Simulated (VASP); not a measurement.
NaF:

```
Na F
1.0
     2.79349    0.00000    0.00000
     0.00000    2.79349    0.00000
     0.00000    0.00000    2.79349
Na F
1 1
Direct
  0.00000 0.00000 0.00000
  0.50000 0.50000 0.50000
```

Base run:

| Item | Value |
| --- | --- |
| Program | VASP 6.6.1 |
| Functional | r2SCAN0 |
| Potentials or basis | VASP PAW PBE potentials, release 64 (Na_pv, F) |
| Cutoff | 520 eV |
| k mesh | 6 × 6 × 6 |
| Occupations | gaussian, width 0.01 eV |
| Spin | no spin polarisation |

Its results: band gap on the k mesh 9.73 eV, indirect (least direct gap 10.08 eV); pressure -1.7 GPa.

Question: The run is repeated on the same cell with these changes: functional from r2SCAN0 to HF. What comes out?

Answer: Band gap on the k mesh 18.42 eV, indirect (least direct gap 18.81 eV); pressure 1.7 GPa.

Caveats: the PAW data sets were made with another functional, which shifts forces and pressure a little.

A k mesh can miss the band edges.
